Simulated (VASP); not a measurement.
# Mg3Cd2Te3 (Pmmm) in VASP: further runs

Runs on Mg3Cd2Te3. Level: PBE. Tasks: single point.

Everything below comes from runs of VASP 6.6.1. Logs are shortened: lines on timing, memory, paths and dates and some standing lists are left out, and cuts for length are marked.

## (1) The cell of the first run

Symmetry: Pmmm, No. 47, orthorhombic system. The conventional cell has a = 4.278 Å, b = 4.965 Å, c = 9.947 Å, α = 90.00°, β = 90.00°, γ = 90.00°. Within 4.3 Å of Mg (site symmetry mmm) lie 4 Te at 3.17 Å and 4 Cd at 3.22 Å and 6 Mg at 3.28 to 4.28 Å. Mg (site symmetry mmm) has 8 Te at 3.28 to 3.69 Å and 4 Cd at 3.57 Å and 2 Mg at 4.28 Å within 4.3 Å. Within 3.8 Å of Mg (site symmetry mmm) lie 4 Te at 2.91 Å and 4 Mg at 3.28 Å and 4 Cd at 3.46 Å. Within 4.3 Å of Cd (site symmetry mm2) lie 6 Mg at 3.22 to 3.57 Å and 6 Te at 3.31 to 3.34 Å and 2 Cd at 4.28 Å. Te (site symmetry mm2) has 6 Mg at 2.91 to 3.69 Å and 4 Cd at 3.31 Å and 3 Te at 3.90 to 3.93 Å within 4.0 Å. Within 4.3 Å of Te (site symmetry mmm) lie 4 Mg at 3.28 Å and 4 Cd at 3.34 Å and 6 Te at 3.90 to 4.28 Å.

The cell was built from a structure type or drawn by symmetry, and may not be a known phase.

## (2) Single point, PBE

Contents of INCAR:

```
ALGO = Fast ; EDIFF = 1E-6
ENCUT = 520 ; GGA = PE
ISIF = 2 ; ISMEAR = 0
LASPH = True ; LCHARG = False
LREAL = False ; LWAVE = False
NBANDS = 34 ; NELM = 80
PREC = Accurate ; SIGMA = 0.2
```

Contents of KPOINTS:

```
k-points
0
Gamma
  4 4 2
```

Contents of POSCAR:

```
Mg3Cd2Te3
1.0
    4.2781228365      0.0000000000      0.0000000000
    0.0000000000      4.9645322341      0.0000000000
    0.0000000000      0.0000000000      9.9472111475
Mg Cd Te
3 2 3
Direct
    0.5000000000      0.0000000000      0.0000000000
    0.0000000000      0.5000000000      0.5000000000
    0.0000000000      0.5000000000      0.0000000000
    0.0000000000      0.0000000000      0.2420749835
    0.0000000000      0.0000000000      0.7579250165
    0.5000000000      0.5000000000      0.1976634296
    0.5000000000      0.5000000000      0.8023365704
    0.5000000000      0.0000000000      0.5000000000
```

Potentials or basis: VASP PAW PBE potentials, release 64 (Mg, Cd, Te).

Launch:

```sh
$ cat potpaw_PBE.64/Mg/POTCAR potpaw_PBE.64/Cd/POTCAR potpaw_PBE.64/Te/POTCAR > POTCAR
$ mpirun -np 1 vasp_std > vasp.out
```

OUTCAR:

```text
EDIFF = 1E-6
   ENCUT = 520
   GGA = PE
   ISIF = 2
   ISMEAR = 0
   LASPH = True
   LREAL = False
   NELM = 80
   PREC = Accurate

 ion  position               nearest neighbor table
   1  0.500  0.000  0.000-   6 3.17   7 3.17   6 3.17   7 3.17   4 3.22   5 3.22   4 3.22   5 3.22
                             3 3.28   3 3.28   3 3.28   3 3.28
   2  0.000  0.500  0.500-   8 3.28   8 3.28   8 3.28   8 3.28   5 3.57   5 3.57   4 3.57   4 3.57

   3  0.000  0.500  0.000-   6 2.91   7 2.91   6 2.91   7 2.91   1 3.28   1 3.28   1 3.28   1 3.28
                             5 3.46   4 3.46   4 3.46   5 3.46
   4  0.000  0.000  0.242-   1 3.22   1 3.22   6 3.31   6 3.31   6 3.31   6 3.31   8 3.34   8 3.34
                             3 3.46   3 3.46   2 3.57   2 3.57
   5  0.000  0.000  0.758-   1 3.22   1 3.22   7 3.31   7 3.31   7 3.31   7 3.31   8 3.34   8 3.34
                             3 3.46   3 3.46   2 3.57   2 3.57
   6  0.500  0.500  0.198-   3 2.91   3 2.91   1 3.17   1 3.17   4 3.31   4 3.31   4 3.31   4 3.31

   7  0.500  0.500  0.802-   3 2.91   3 2.91   1 3.17   1 3.17   5 3.31   5 3.31   5 3.31   5 3.31

   8  0.500  0.000  0.500-   2 3.28   2 3.28   2 3.28   2 3.28   5 3.34   4 3.34   5 3.34   4 3.34

  LATTYP: Found a simple orthorhombic cell.
 ALAT       =     4.2781228365
 B/A-ratio  =     1.1604463976
 C/A-ratio  =     2.3251345339

  Lattice vectors:

 A1 = (   4.2781228365,   0.0000000000,   0.0000000000)
 A2 = (   0.0000000000,   4.9645322341,   0.0000000000)
 A3 = (   0.0000000000,   0.0000000000,   9.9472111475)

Analysis of symmetry for initial positions (statically):
=====================================================================
 Subroutine PRICEL returns:
 Original cell was already a primitive cell.

 Routine SETGRP: Setting up the symmetry group for a
 simple orthorhombic supercell.

 Subroutine GETGRP returns: Found  8 space group operations
 (whereof  8 operations were pure point group operations)
 out of a pool of  8 trial point group operations.

The static configuration has the point symmetry D_2h.

Analysis of symmetry for dynamics (positions and initial velocities):
=====================================================================
 Subroutine PRICEL returns:
 Original cell was already a primitive cell.

 Routine SETGRP: Setting up the symmetry group for a
 simple orthorhombic supercell.

 Subroutine GETGRP returns: Found  8 space group operations
 (whereof  8 operations were pure point group operations)
 out of a pool of  8 trial point group operations.

The dynamic configuration has the point symmetry D_2h.

 Subroutine INISYM returns: Found  8 space group operations
 (whereof  8 operations are pure point group operations),
 and found     1 'primitive' translations

----------------------------------------------------------------------------------------

                                     Primitive cell

  volume of cell :     211.2676

  direct lattice vectors                    reciprocal lattice vectors
     4.278122836  0.000000000  0.000000000     0.233747379  0.000000000  0.000000000
     0.000000000  4.964532234  0.000000000     0.000000000  0.201428846  0.000000000
     0.000000000  0.000000000  9.947211147     0.000000000  0.000000000  0.100530690

  length of vectors
     4.278122836  4.964532234  9.947211147     0.233747379  0.201428846  0.100530690

  position of ions in fractional coordinates (direct lattice)
     0.500000000  0.000000000  0.000000000
     0.000000000  0.500000000  0.500000000
     0.000000000  0.500000000  0.000000000
     0.000000000  0.000000000  0.242074983
     0.000000000  0.000000000  0.757925017
     0.500000000  0.500000000  0.197663430
     0.500000000  0.500000000  0.802336570
     0.500000000  0.000000000  0.500000000

  ion indices of the primitive-cell ions
   primitive index   ion index
                 1           1
                 2           2
                 3           3
                 4           4
                 5           5
                 6           6
                 7           7
                 8           8

----------------------------------------------------------------------------------------

 KPOINTS: k-points

Automatic generation of k-mesh.
 Grid dimensions read from file:
 generate k-points for:    4    4    2

 Generating k-lattice:

  Cartesian coordinates                     Fractional coordinates (reciprocal lattice)
     0.058436845  0.000000000  0.000000000     0.250000000  0.000000000  0.000000000
     0.000000000  0.050357212  0.000000000     0.000000000  0.250000000  0.000000000
     0.000000000  0.000000000  0.050265345     0.000000000  0.000000000  0.500000000

  Length of vectors
     0.058436845  0.050357212  0.050265345

  Shift w.r.t. Gamma in fractional coordinates (k-lattice)
     0.000000000  0.000000000  0.000000000

 Subroutine IBZKPT returns following result:
 ===========================================

 Found     18 irreducible k-points:

 Following reciprocal coordinates:
            Coordinates               Weight
  0.000000  0.000000  0.000000      1.000000
  0.250000  0.000000  0.000000      2.000000
  0.500000  0.000000  0.000000      1.000000
  0.000000  0.250000  0.000000      2.000000
  0.250000  0.250000  0.000000      4.000000
  0.500000  0.250000  0.000000      2.000000
[... 10 lines left out ...]
  0.250000  0.500000  0.500000      2.000000
  0.500000  0.500000  0.500000      1.000000
   k-points           NKPTS =     18   k-points in BZ     NKDIM =     18   number of bands    NBANDS=     34
   number of dos      NEDOS =    301   number of ions     NIONS =      8
   total plane-waves  NPLWV = 102400
   dimension x,y,z NGX =    32 NGY =   40 NGZ =   80
   dimension x,y,z NGXF=    64 NGYF=   80 NGZF=  160
   ions per type =               3   2   3
   NGX,Y,Z   is equivalent  to a cutoff of  12.44, 13.39, 13.37 a.u.
   NGXF,Y,Z  is equivalent  to a cutoff of  24.87, 26.79, 26.74 a.u.
 SYSTEM =  unknown system
   PREC   = accura    normal or accurate (medium, high low for compatibility)
   ISTART =      0    job   : 0-new  1-cont  2-samecut
   ICHARG =      2    charge: 1-file 2-atom 10-const
   ISPIN  =      1    spin polarized calculation?
   LNONCOLLINEAR =      F non collinear calculations
   LSORBIT =      F    spin-orbit coupling
   LASPH  =      T    aspherical Exc in radial PAW
   ENCUT  =  520.0 eV  38.22 Ry    6.18 a.u.   7.95  9.23 18.50*2*pi/ulx,y,z
   NELM   =     80;   NELMIN=  2; NELMDL= -5     # of ELM steps
   EDIFF  = 0.1E-05   stopping-criterion for ELM
   LREAL  =      F    real-space projection
   EDIFFG = 0.1E-04   stopping-criterion for IOM
   NSW    =      0    number of steps for IOM
   IBRION =     -1    ionic relax: 0-MD 1-quasi-New 2-CG
   NFREE  =      0    steps in history (QN), initial steepest desc. (CG)
   ISIF   =      2    stress and relaxation
   ISYM   =      2    0-nonsym 1-usesym 2-fastsym
   POTIM  = 0.5000    time-step for ionic-motion
   TEBEG  =    0.0;   TEEND  =   0.0 temperature during run
   PSTRESS=    0.0 pullay stress
   NELECT =      48.0000    total number of electrons
   NUPDOWN=      -1.0000    fix difference up-down
   EMIN   =  10.00;   EMAX   =-10.00  energy-range for DOS
   EFERMI =   0.00;   METHOD = LEGACY
   ISMEAR =     0;   SIGMA  =   0.20  broadening in eV -4-tet -1-fermi 0-gaus
   EFERMI_NEDOS =   21; number of points for ismear=-14 and -15
   IALGO  =     68    algorithm
   IMIX   =      4    mixing-type and parameters
     AMIX     =   0.40;   BMIX     =  1.00
     AMIX_MAG =   1.60;   BMIX_MAG =  1.00
  volume/ion in A,a.u.               =      26.41       178.21
  Fermi-wavevector in a.u.,A,eV,Ry     =   0.998951  1.887744 13.577301  0.997903
  Thomas-Fermi vector in A             =   2.131209
   LORBIT       =      0    0 simple, 1 ext, 2 COOP (PROOUT), +10 PAW based schemes
   GGA     = PE    functional components
   LHFCALC =     F    Hartree Fock is set to
   AEXX    =    0.0000 exact exchange contribution
   IVDW    =     0    specifies the selected vdW correction
   LEPSILON=     F    determine dielectric tensor
   LRPA    =     F    only Hartree local field effects (RPA)
 non-spin polarized calculation
 RMM-DIIS sequential band-by-band and
 Gauss-broadening in eV      SIGMA  =   0.20
  energy-cutoff  :      520.00
  volume of cell :      211.27
 maximum number of plane-waves:      5728
 NGX is ok and might be reduce to    32
   NGX = 15   NGY = 19   NGZ = 37

 number of electron      48.0000006 magnetization

 Free energy of the ion-electron system (eV)
  ---------------------------------------------------
  ext. energy  EPLUGINS =         0.00000000
  ---------------------------------------------------
  free energy    TOTEN  =       -17.18932116 eV

  energy without entropy =      -17.11555198  energy(sigma->0) =      -17.15243657

 E-fermi :   4.6531     XC(G=0):  -9.3684

 val. band max:        4.6424217356   @ k =   0.2500   0.5000   0.0000
 cond. band min:       4.6897384700   @ k =   0.2500   0.5000   0.5000
 fundamental gap:      0.0473167344
 Fermi energy:         4.6530991827

 k-point     1 :       0.0000    0.0000    0.0000
  band No.  band energies     occupation
      1      -7.5594      2.00000
      2      -6.9498      2.00000
      3      -6.5225      2.00000
      4      -4.1260      2.00000
      5      -4.1156      2.00000
      6      -4.0833      2.00000
[... 26 lines left out ...]
     33       9.2178      0.00000
     34       9.5036      0.00000

 k-point     2 :       0.2500    0.0000    0.0000
  band No.  band energies     occupation
      1      -7.3187      2.00000
      2      -6.7365      2.00000
      3      -6.3629      2.00000
      4      -4.1322      2.00000
      5      -4.1193      2.00000
      6      -4.1126      2.00000
[... 26 lines left out ...]
     33       8.3572      0.00000
     34       8.7435      0.00000
[... 553 lines left out ...]
     33       9.4112      0.00000
     34       9.9385      0.00000

 k-point    18 :       0.5000    0.5000    0.5000
  band No.  band energies     occupation
      1      -6.8564      2.00000
      2      -6.5207      2.00000
      3      -6.2257      2.00000
      4      -4.1490      2.00000
      5      -4.0951      2.00000
      6      -4.0794      2.00000
[... 26 lines left out ...]
     33       9.8111      0.00000
     34      10.1028      0.00000

------------------------ aborting loop because EDIFF is reached ----------------------------------------

  FORCE on cell =-STRESS in cart. coord.  units (eV):
  Direction    XX          YY          ZZ          XY          YZ          ZX
  --------------------------------------------------------------------------------------
  -------------------------------------------------------------------------------------
  Total       -0.8283044     -0.6066717     -0.3617545      0.0000000      0.0000000      0.0000000
  in kB       -6.2815617     -4.6007794     -2.7434155      0.0000000      0.0000000      0.0000000
  external PRESSURE =      -4.5419189 kB  Pullay stress =       0.0000000 kB

 VOLUME and BASIS-vectors are now :
 -----------------------------------------------------------------------------
  energy-cutoff  :      520.00
  volume of cell :      211.27
      direct lattice vectors                 reciprocal lattice vectors
     4.278122836  0.000000000  0.000000000     0.233747379  0.000000000  0.000000000
     0.000000000  4.964532234  0.000000000     0.000000000  0.201428846  0.000000000
     0.000000000  0.000000000  9.947211147     0.000000000  0.000000000  0.100530690

 POSITION                                       TOTAL-FORCE (eV/Angst)
 -----------------------------------------------------------------------------------
      2.13906      0.00000      0.00000         0.000000      0.000000      0.000000
      0.00000      2.48227      4.97361         0.000000      0.000000      0.000000
      0.00000      2.48227      0.00000         0.000000      0.000000      0.000000
      0.00000      0.00000      2.40797         0.000000      0.000000      0.026222
      0.00000      0.00000      7.53924         0.000000      0.000000     -0.026222
      2.13906      2.48227      1.96620         0.000000      0.000000     -0.032981
      2.13906      2.48227      7.98101         0.000000      0.000000      0.032981
      2.13906      0.00000      4.97361         0.000000      0.000000      0.000000
 -----------------------------------------------------------------------------------
    total drift:                                0.000000      0.000000     -0.000000

  FREE ENERGIE OF THE ION-ELECTRON SYSTEM (eV)
  ---------------------------------------------------
  free  energy   TOTEN  =       -17.1893211607 eV

  energy  without entropy=      -17.1155519791  energy(sigma->0) =      -17.15243657
```

It took 59 s on 1 thread of Intel Xeon 6975P-C (Granite Rapids), shared host; peak memory 0.38 GiB.

What came out:

| Property | Result |
| --- | --- |
| Free energy | -17.1893 eV |
| Pressure | -0.5 GPa |
| Largest force | 0.033 eV/Å |
| Band gap on the k mesh | zero (bands 24 and 25 overlap by 1.75 eV) |

Forces in eV/Å, atoms in the order of the input:
```
Mg   0.000  0.000  0.000
Mg   0.000  0.000  0.000
Mg   0.000  0.000  0.000
Cd   0.000  0.000  0.026
Cd   0.000  0.000 -0.026
Te   0.000  0.000 -0.033
Te   0.000  0.000  0.033
Te   0.000  0.000  0.000
```

Levels at points of the mesh, in eV from the Fermi level:
```tsv
k point	band 21	band 22	band 23	band 24	band 25	band 26	band 27	band 28
(0.00, 0.00, 0.00)	-2.24	-1.99	-1.33	-0.74	-0.03	0.55	1.61	2.42
(0.50, 0.00, 0.00)	-1.68	-0.95	-0.55	-0.34	-0.23	0.55	0.55	1.51
(0.00, 0.50, 0.00)	-1.46	-1.41	-1.07	0.68	0.83	1.54	1.97	2.41
(0.50, 0.50, 0.00)	-2.83	-2.26	-1.88	-1.53	-1.08	1.04	1.66	1.80
(0.00, 0.00, 0.50)	-2.32	-1.87	-1.23	-1.13	0.08	1.24	1.85	1.94
(0.50, 0.00, 0.50)	-1.96	-1.59	-1.28	-0.25	0.61	0.72	0.79	0.85
(0.00, 0.50, 0.50)	-1.40	-1.11	0.28	0.58	0.66	1.41	1.66	2.11
(0.50, 0.50, 0.50)	-3.68	-1.79	-1.61	-0.99	-0.66	-0.25	0.20	1.82
```

Caveat: the k points lie up to 0.37 Å⁻¹ apart, too coarse for converged energies and pressures of a metal; spin-orbit coupling is left out, which moves the levels of the heavy elements.

## (3) Single point, PBE

This run uses another cell than the first one, of 27.53 Å³/atom.

Contents of INCAR:

```
SYSTEM = Mg3Cd2Te3
  PREC = Accurate
  ENCUT = 520
  EDIFF = 1E-7
  ISMEAR = 0
  SIGMA = 0.2
  LREAL = .False.
  LASPH = .True.
  NELM = 100
  ALGO = Fast
  ISIF = 2
  LWAVE = .False.
  LCHARG = .True.
  GGA = PE
  LELF = .True.
  LVHAR = .True.
  NBANDS = 34
```

Contents of KPOINTS:

```
Automatic mesh
0
Gamma
  4 4 2
  0 0 0
```

Contents of POSCAR:

```
Mg3Cd2Te3
1.0
    6.2636628855      0.0000000000      0.0000000000
    0.0000000000      4.3335437413      0.0000000000
    0.0000000000      0.0000000000      8.1147044458
Mg Cd Te
3 2 3
Direct
    0.5000000000      0.5000000000      0.2345282362
    0.5000000000      0.5000000000      0.7654717638
    0.0000000000      0.5000000000      0.5000000000
    0.0000000000      0.0000000000      0.2518996277
    0.0000000000      0.0000000000      0.7481003723
    0.0000000000      0.5000000000      0.0000000000
    0.5000000000      0.0000000000      0.5000000000
    0.5000000000      0.0000000000      0.0000000000
```

Potentials or basis: VASP PAW PBE potentials, release 64 (Mg, Cd, Te).

Launch:

```sh
$ cat potpaw_PBE.64/Mg/POTCAR potpaw_PBE.64/Cd/POTCAR potpaw_PBE.64/Te/POTCAR > POTCAR
$ mpirun -np 1 vasp_std > vasp.out
```

It took 60 s on 1 thread of Intel Xeon 6975P-C (Granite Rapids), shared host; peak memory 0.37 GiB.

The run converged. Its results:

- Free energy: -16.7494 eV
- Pressure: 0.3 GPa
- Largest force: 0.042 eV/Å
- Band gap on the k mesh: zero (bands 24 and 25 overlap by 1.63 eV)

Forces in eV/Å, atoms in the order of the input:
```
Mg   0.000  0.000 -0.042
Mg   0.000  0.000  0.042
Mg   0.000  0.000  0.000
Cd   0.000  0.000  0.022
Cd   0.000  0.000 -0.022
Te   0.000  0.000  0.000
Te   0.000  0.000  0.000
Te   0.000  0.000  0.000
```

Stress tensor (GPa, compression positive):
```
0.50 0.00 0.00
0.00 0.22 0.00
0.00 0.00 0.25
```

Levels at points of the mesh, in eV from the Fermi level:
| k point | band 22 | band 23 | band 24 | band 25 | band 26 | band 27 |
| --- | --- | --- | --- | --- | --- | --- |
| (0.00, 0.00, 0.00) | -0.69 | 0.01 | 0.24 | 0.77 | 1.03 | 1.04 |
| (0.50, 0.00, 0.00) | -1.31 | -0.47 | 0.25 | 0.38 | 1.96 | 2.12 |
| (0.00, 0.50, 0.00) | -1.54 | -1.02 | -0.94 | -0.86 | -0.08 | 1.06 |
| (0.50, 0.50, 0.00) | -0.99 | -0.85 | -0.42 | -0.31 | 0.76 | 2.04 |
| (0.00, 0.00, 0.50) | -1.33 | -0.66 | 0.77 | 1.17 | 1.22 | 1.56 |
| (0.50, 0.00, 0.50) | -1.39 | -1.25 | 0.11 | 0.46 | 2.27 | 2.36 |
| (0.00, 0.50, 0.50) | -2.16 | -2.11 | -0.41 | 0.35 | 0.69 | 1.04 |
| (0.50, 0.50, 0.50) | -0.40 | -0.33 | -0.28 | 0.19 | 0.28 | 0.68 |

Caveat: the k points lie up to 0.39 Å⁻¹ apart, too coarse for converged energies and pressures of a metal; spin-orbit coupling is left out, which moves the levels of the heavy elements.

(Part 1 of 2 ends here.)
